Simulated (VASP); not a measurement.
# Nb (Fd-3m) in VASP: notebook, part 2 of 2

VASP 6.6.1.

## 4. Single point, PBE (volume scaled by 1.12)

File INCAR:

```
SYSTEM = Nb
PREC = Accurate ; ENCUT = 520
EDIFF = 1E-7 ; ISMEAR = -1
SIGMA = 0.1 ; LREAL = .FALSE.
LASPH = .TRUE. ; NELM = 100
ALGO = Normal ; ISIF = 2
LWAVE = .FALSE. ; LCHARG = .FALSE.
GGA = PE ; NBANDS = 20
```

File KPOINTS:

```
Automatic mesh
0
G
  10 10 10
  0 0 0
```

File POSCAR:

```
Nb
1.0
    0.0000000000      3.0719026783      3.0719026783
    3.0719026783      0.0000000000      3.0719026783
    3.0719026783      3.0719026783      0.0000000000
Nb
2
Direct
    0.1250000000      0.1250000000      0.1250000000
    0.8750000000      0.8750000000      0.8750000000
```

Potentials or basis: VASP PAW PBE potentials, release 64 (Nb_sv).

Command:

```sh
$ cat potpaw_PBE.64/Nb_sv/POTCAR > POTCAR
$ mpirun -np 1 vasp_std > vasp.out
```

OUTCAR:

```text
SYSTEM = Nb
   PREC = Accurate
   ENCUT = 520
   EDIFF = 1E-7
   ISMEAR = -1
   LREAL = .FALSE.
   LASPH = .TRUE.
   NELM = 100
   ISIF = 2
   GGA = PE

 ion  position               nearest neighbor table
   1  0.125  0.125  0.125-   2 2.66   2 2.66   2 2.66   2 2.66
   2  0.875  0.875  0.875-   1 2.66   1 2.66   1 2.66   1 2.66

  LATTYP: Found a face centered cubic cell.
 ALAT       =     6.1438053566

  Lattice vectors:

 A1 = (   0.0000000000,   3.0719026783,   3.0719026783)
 A2 = (   3.0719026783,   0.0000000000,   3.0719026783)
 A3 = (   3.0719026783,   3.0719026783,   0.0000000000)

Analysis of symmetry for initial positions (statically):
=====================================================================
 Subroutine PRICEL returns:
 Original cell was already a primitive cell.

 Routine SETGRP: Setting up the symmetry group for a
 face centered cubic supercell.

 Subroutine GETGRP returns: Found 48 space group operations
 (whereof 12 operations were pure point group operations)
 out of a pool of 48 trial point group operations.

The static configuration has the point symmetry D_3d.
 The point group associated with its full space group is O_h .

Analysis of symmetry for dynamics (positions and initial velocities):
=====================================================================
 Subroutine PRICEL returns:
 Original cell was already a primitive cell.

 Routine SETGRP: Setting up the symmetry group for a
 face centered cubic supercell.

 Subroutine GETGRP returns: Found 48 space group operations
 (whereof 12 operations were pure point group operations)
 out of a pool of 48 trial point group operations.

The dynamic configuration has the point symmetry D_3d.
 The point group associated with its full space group is O_h .

 Subroutine INISYM returns: Found 48 space group operations
[... 103 lines left out ...]
   ISIF   =      2    stress and relaxation
   ISYM   =      2    0-nonsym 1-usesym 2-fastsym
   POTIM  = 0.5000    time-step for ionic-motion
   TEBEG  =    0.0;   TEEND  =   0.0 temperature during run
   PSTRESS=    0.0 pullay stress
   NELECT =      26.0000    total number of electrons
   NUPDOWN=      -1.0000    fix difference up-down
   EMIN   =  10.00;   EMAX   =-10.00  energy-range for DOS
   EFERMI =   0.00;   METHOD = LEGACY
   ISMEAR =    -1;   SIGMA  =   0.10  broadening in eV -4-tet -1-fermi 0-gaus
   EFERMI_NEDOS =   21; number of points for ismear=-14 and -15
   IALGO  =     38    algorithm
   IMIX   =      4    mixing-type and parameters
     AMIX     =   0.40;   BMIX     =  1.00
     AMIX_MAG =   1.60;   BMIX_MAG =  1.00
  volume/ion in A,a.u.               =      28.99       195.62
  Fermi-wavevector in a.u.,A,eV,Ry     =   1.253089  2.367994 21.364295  1.570231
  Thomas-Fermi vector in A             =   2.386958
   LORBIT       =      0    0 simple, 1 ext, 2 COOP (PROOUT), +10 PAW based schemes
   GGA     = PE    functional components
   LHFCALC =     F    Hartree Fock is set to
   AEXX    =    0.0000 exact exchange contribution
   IVDW    =     0    specifies the selected vdW correction
   LEPSILON=     F    determine dielectric tensor
   LRPA    =     F    only Hartree local field effects (RPA)
 non-spin polarized calculation
  energy-cutoff  :      520.00
  volume of cell :       57.98
 maximum number of plane-waves:      1588
   NGX = 17   NGY = 17   NGZ = 17

 number of electron      26.0000003 magnetization

 Free energy of the ion-electron system (eV)
  ---------------------------------------------------
  ext. energy  EPLUGINS =         0.00000000
  ---------------------------------------------------
  free energy    TOTEN  =       -15.28724483 eV

  energy without entropy =      -15.14447907  energy(sigma->0) =      -15.21586195

 E-fermi :   5.5423     XC(G=0):  -9.7992

 val. band max:        5.5380925621   @ k =  -0.4000   0.3000   0.0000
 cond. band min:       5.5455496064   @ k =   0.4000   0.3000   0.1000
 fundamental gap:      0.0074570443
 Fermi energy:         5.5423000687

 k-point     1 :       0.0000    0.0000    0.0000
  band No.  band energies     occupation
      1     -48.9461      2.00000
      2     -48.4908      2.00000
      3     -25.2610      2.00000
      4     -25.2610      2.00000
      5     -25.2610      2.00000
      6     -24.4297      2.00000
[... 541 lines left out ...]
     19      10.2675      0.00000
     20      11.6370      0.00000

 [... further k-points ...]
[... 5 lines left out ...]
  --------------------------------------------------------------------------------------
  -------------------------------------------------------------------------------------
  Total       -2.1488715     -2.1488715     -2.1488715      0.0000000      0.0000000      0.0000000
  in kB      -59.3838954    -59.3838954    -59.3838954      0.0000000      0.0000000      0.0000000
  external PRESSURE =     -59.3838954 kB  Pullay stress =       0.0000000 kB

 VOLUME and BASIS-vectors are now :
 -----------------------------------------------------------------------------
  energy-cutoff  :      520.00
  volume of cell :       57.98
      direct lattice vectors                 reciprocal lattice vectors
     0.000000000  3.071902678  3.071902678    -0.162765573  0.162765573  0.162765573
     3.071902678  0.000000000  3.071902678     0.162765573 -0.162765573  0.162765573
     3.071902678  3.071902678  0.000000000     0.162765573  0.162765573 -0.162765573

 POSITION                                       TOTAL-FORCE (eV/Angst)
 -----------------------------------------------------------------------------------
      0.76798      0.76798      0.76798         0.000000     -0.000000      0.000000
      5.37583      5.37583      5.37583        -0.000000      0.000000     -0.000000
 -----------------------------------------------------------------------------------
    total drift:                                0.000000      0.000000     -0.000000

  FREE ENERGIE OF THE ION-ELECTRON SYSTEM (eV)
  ---------------------------------------------------
  free  energy   TOTEN  =       -15.2872448337 eV

  energy  without entropy=      -15.1444790664  energy(sigma->0) =      -15.21586195
```

Wall time 18 s (1 thread of Intel Xeon 6975P-C (Granite Rapids), shared host); peak memory 0.19 GiB.

Results:

* Free energy: -15.2872 eV
* Pressure: -5.9 GPa
* Band gap on the k mesh: zero (band 13 reaches 5.95 eV, above the bottom of band 14 at 4.96 eV)

Levels at points of the mesh, in eV from the Fermi level:
| k point | band 9 | band 10 | band 11 | band 12 | band 13 | band 14 | band 15 | band 16 | band 17 | band 18 |
| --- | --- | --- | --- | --- | --- | --- | --- | --- | --- | --- |
| (0.00, 0.00, 0.00) | -4.15 | -1.10 | -1.10 | -0.46 | -0.46 | -0.46 | 1.73 | 1.73 | 1.73 | 4.62 |
| (0.50, 0.00, 0.00) | -1.82 | -1.18 | -0.94 | -0.94 | -0.58 | -0.58 | 0.42 | 2.65 | 2.65 | 3.90 |
| (0.50, 0.50, 0.00) | -1.90 | -1.90 | -0.52 | -0.52 | 0.04 | 0.04 | 1.32 | 1.32 | 4.18 | 4.18 |

## 5. Summary

```tsv
cell	gap on the mesh (eV)	pressure (GPa)
a = 4.238 Å, angles 60.0°, 2 atoms	none	-2.4
a = 4.292 Å, angles 60.0°, 2 atoms	none	-4.4
a = 4.344 Å, angles 60.0°, 2 atoms	none	-5.9
```

Alike in all rows: task single point; level PBE; potentials or basis VASP PAW PBE potentials, release 64 (Nb_sv); no spin polarisation; k mesh 10 × 10 × 10; cutoff (eV) 520; smearing fermi-dirac 0.1 eV.

Total energies depend on the potentials used, so only differences within one code and one set of settings carry meaning.
